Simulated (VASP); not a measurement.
# TaN in VASP: settings compared, part 2 of 2

VASP 6.6.1.

**6. Single point, HSE06**

Contents of POSCAR:

```
TaN
1.0
    0.0000000000      2.4911437700      2.4911437700
    2.4911437700      0.0000000000      2.4911437700
    2.4911437700      2.4911437700      0.0000000000
Ta N
1 1
Direct
    0.0000000000      0.0000000000      0.0000000000
    0.2500000000      0.2500000000      0.2500000000
```

Contents of INCAR.step1:

```
SYSTEM = TaN
ALGO = Normal
EDIFF = 1E-5
ENCUT = 520
GGA = PE
ISIF = 2
ISMEAR = -1
LASPH = .True.
LCHARG = .False.
LREAL = .False.
LWAVE = .True.
NBANDS = 15
NELM = 100
PREC = Accurate
SIGMA = 0.05
```

Contents of INCAR.step2:

```
SYSTEM = TaN
ALGO = Normal
EDIFF = 1E-6
ENCUT = 520
GGA = PE
HFSCREEN = 0.2079
ISIF = 2
ISMEAR = -1
ISTART = 1
LASPH = .True.
LCHARG = .False.
LHFCALC = .True.
LREAL = .False.
LWAVE = .False.
NBANDS = 15
NELM = 100
PREC = Accurate
PRECFOCK = Normal
SIGMA = 0.05
```

Contents of KPOINTS:

```
k-points
0
Gamma
  5 5 5
  0 0 0
```

Potentials or basis: VASP PAW PBE potentials, release 64 (Ta_pv, N).

The run is started by

```sh
$ cat potpaw_PBE.64/Ta_pv/POTCAR potpaw_PBE.64/N/POTCAR > POTCAR
$ cp INCAR.step1 INCAR
$ mpirun -np 1 vasp_std > vasp.out
$ cp INCAR.step2 INCAR
$ mpirun -np 1 vasp_std > vasp.out
```

OUTCAR:

```text
SYSTEM = TaN
   EDIFF = 1E-6
   ENCUT = 520
   GGA = PE
   HFSCREEN = 0.2079
   ISIF = 2
   ISMEAR = -1
   ISTART = 1
   LASPH = .True.
   LHFCALC = .True.
   LREAL = .False.
   NELM = 100
   PREC = Accurate
   PRECFOCK = Normal

 ion  position               nearest neighbor table
   1  0.000  0.000  0.000-   2 2.16   2 2.16   2 2.16   2 2.16
   2  0.250  0.250  0.250-   1 2.16   1 2.16   1 2.16   1 2.16

  LATTYP: Found a face centered cubic cell.
 ALAT       =     4.9822875400

[... 359 lines left out ...]

------------------------ aborting loop because EDIFF is reached ----------------------------------------

  FORCE on cell =-STRESS in cart. coord.  units (eV):
  Direction    XX          YY          ZZ          XY          YZ          ZX
  --------------------------------------------------------------------------------------
  -------------------------------------------------------------------------------------
  Total       -6.1345799     -6.1345799     -6.1345799      0.0000000     -0.0000000      0.0000000
  in kB     -317.8842699   -317.8842699   -317.8842699      0.0000000     -0.0000000      0.0000000
  external PRESSURE =    -317.8842699 kB  Pullay stress =       0.0000000 kB

 VOLUME and BASIS-vectors are now :
 -----------------------------------------------------------------------------
  energy-cutoff  :      520.00
  volume of cell :       30.92
      direct lattice vectors                 reciprocal lattice vectors
     0.000000000  2.491143770  2.491143770    -0.200711017  0.200711017  0.200711017
     2.491143770  0.000000000  2.491143770     0.200711017 -0.200711017  0.200711017
     2.491143770  2.491143770  0.000000000     0.200711017  0.200711017 -0.200711017

 POSITION                                       TOTAL-FORCE (eV/Angst)
 -----------------------------------------------------------------------------------
      0.00000      0.00000      0.00000         0.000000      0.000000      0.000000
      1.24557      1.24557      1.24557        -0.000000     -0.000000     -0.000000
 -----------------------------------------------------------------------------------
    total drift:                               -0.000004     -0.000000     -0.000001

  FREE ENERGIE OF THE ION-ELECTRON SYSTEM (eV)
  ---------------------------------------------------
  free  energy   TOTEN  =       -24.6912928170 eV

  energy  without entropy=      -24.6783942812  energy(sigma->0) =      -24.68484355
```

OSZICAR.step1:

```text
N       E                     dE             d eps       ncg     rms          rms(c)
DAV:   1     0.997080511885E+02    0.99708E+02   -0.85442E+03   300   0.103E+03
DAV:   2    -0.208141812934E+02   -0.12052E+03   -0.11300E+03   391   0.287E+02
DAV:   3    -0.248672503398E+02   -0.40531E+01   -0.40283E+01   321   0.512E+01
DAV:   4    -0.248903844653E+02   -0.23134E-01   -0.23121E-01   412   0.441E+00
DAV:   5    -0.248905738376E+02   -0.18937E-03   -0.18937E-03   321   0.376E-01    0.185E+01
DAV:   6    -0.215642148335E+02    0.33264E+01   -0.99320E+00   335   0.295E+01    0.689E+00
DAV:   7    -0.212463374324E+02    0.31788E+00   -0.69081E-01   307   0.852E+00    0.519E+00
DAV:   8    -0.212223435671E+02    0.23994E-01   -0.21167E-01   342   0.376E+00    0.114E+00
DAV:   9    -0.212153164460E+02    0.70271E-02   -0.17378E-02   328   0.110E+00    0.358E-01
DAV:  10    -0.212154746143E+02   -0.15817E-03   -0.65588E-04   370   0.262E-01    0.120E-01
DAV:  11    -0.212154453112E+02    0.29303E-04   -0.29441E-05   370   0.494E-02    0.264E-02
DAV:  12    -0.212154444297E+02    0.88146E-06   -0.11569E-05   257   0.261E-02
   1 F= -.21215444E+02 E0= -.21207282E+02  d E =-.163250E-01
```

It took 24 min on 1 thread of Intel Xeon 8259CL, shared host; peak memory 0.26 GiB.

Results:

```yaml
Free_energy: -24.6913 eV
Pressure: -31.8 GPa
Band_gap_on_the_k_mesh: zero (bands 8 and 9 overlap by 0.60 eV)
```

Levels at points of the mesh, in eV from the Fermi level:
```
           k point  band 6  band 7  band 8  band 9  band 10  band 11
(0.00, 0.00, 0.00)   -7.31   -7.31   -1.40    0.58     0.58     5.38
```

Caveat: the k points lie up to 0.44 Å⁻¹ apart, too coarse for converged energies and pressures of a metal; the PAW data sets were made with another functional, which shifts forces and pressure a little; spin-orbit coupling is left out, which moves the levels of the heavy elements.

**7. Summary**

| level | potentials or basis | cell | k mesh | grid for exact exchange (PRECFOCK) | share of exact exchange | screening parameter | gap on the mesh (eV) | pressure (GPa) |
| --- | --- | --- | --- | --- | --- | --- | --- | --- |
| PBE | VASP PAW PBE potentials, release 64 (Ta_pv, N) | as given, atomic positions A | 9 × 9 × 9 | - | - | - | none | -25.0 |
| LDA | VASP PAW LDA potentials, release 64 (Ta_pv, N) | as given, atomic positions B | 5 × 5 × 5 | - | - | - | none | -34.2 |
| PBEsol | VASP PAW PBE potentials, release 64 (Ta_pv, N) | as given, atomic positions B | 5 × 5 × 5 | - | - | - | none | -30.9 |
| r2SCAN | VASP PAW PBE potentials, release 64 (Ta_pv, N) | as given, atomic positions B | 5 × 5 × 5 | - | - | - | none | -29.2 |
| HSE06 | VASP PAW PBE potentials, release 64 (Ta_pv, N) | as given, atomic positions B | 5 × 5 × 5 | Normal | 0.25 | 0.2079 1/Å | none | -31.8 |

Alike in all rows: task single point; no spin polarisation; cutoff (eV) 520; smearing fermi-dirac 0.05 eV.

Caveats: some runs use coarse meshes; spin-orbit coupling is left out, which moves the levels of the heavy elements; the PAW data sets were made with another functional, which shifts forces and pressure a little (at least some runs); the cell stands under tension (at least some runs).

Total energies depend on the potentials used, so only differences within one code and one set of settings carry meaning.
